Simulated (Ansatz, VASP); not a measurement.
# One calculation of Sb, two programs

```
Sb
1.0
     4.06868    0.00000    0.00000
    -2.03434    3.52358    0.00000
     0.00000    0.00000   20.80003
Sb
4
Direct
  0.33333 0.66667 0.29567
  0.66667 0.33333 0.21635
  0.00000 0.66667 0.56010
  0.33333 0.33333 0.48077
```

Alike in both runs: task single point; functional PBE; dispersion D3(BJ); k mesh 9 × 9 × 1; occupations gaussian, width 0.05 eV; no spin polarisation.

|  | VASP | Ansatz |
| --- | --- | --- |
| version | VASP 6.6.1 | Ansatz 0.2.0 |
| potentials or method | VASP PAW PBE potentials, release 64 (Sb), cutoff 520 eV | scalar-relativistic, plane waves, PAW |
| valence electrons in the cell | 20 | 60 |

Ansatz gave:

| Quantity | Value |
| --- | --- |
| gap on the k mesh at the Fermi level (eV) | 0.87 |
| least direct gap on the mesh (eV) | 1.46 |
| rms of the force components (eV/Å) | 0.033 |

Task: Estimate VASP's values.

Result: gap on the k mesh at the Fermi level (eV): 0.88; least direct gap on the mesh (eV): 1.42; rms of the force components (eV/Å): 0.073.

Atom by atom the forces differ by 0.050 eV/Å (rms over components). VASP's potentials hold 20 valence electrons a cell and Ansatz's 60, so a difference there can come from the potentials and not from the codes.

Neither program's run includes spin-orbit coupling.
